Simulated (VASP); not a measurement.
A run of VASP 6.6.1:

File INCAR:

```
SYSTEM = Hg
ALGO = Fast ; EDIFF = 1E-6
ENCUT = 520 ; GGA = PE
ISIF = 2 ; ISMEAR = 0
IVDW = 12 ; LASPH = .True.
LCHARG = .False. ; LREAL = .False.
LWAVE = .False. ; NBANDS = 19
NELM = 100 ; PREC = Accurate
SIGMA = 0.15
```

File KPOINTS:

```
k-points
0
Gamma
  10 10 8
  0 0 0
```

The input POSCAR:

```
Hg
1.0
    0.0000000000     -2.3168736594     -2.3168736594
    0.0000000000      2.3168736594     -2.3168736594
    4.6337473188      0.0000000000      0.0000000000
Hg
2
Direct
    0.5000000000      0.5000000000      0.5000000000
    0.0000000000      0.0000000000      0.0000000000
```

Potentials or basis: VASP PAW PBE potentials, release 64 (Hg).

Run with:

```sh
$ cat potpaw_PBE.64/Hg/POTCAR > POTCAR
$ mpirun -np 1 vasp_std > vasp.out
```

Hardware: 1 thread of Intel Xeon 8259CL, on a shared host.

Q: Estimate the wall time of this run.

A: Run time: 62 s on 1 thread of Intel Xeon 8259CL, on a shared host, peak memory 0.22 GiB. Counts: scf iterations 11, k points 105.
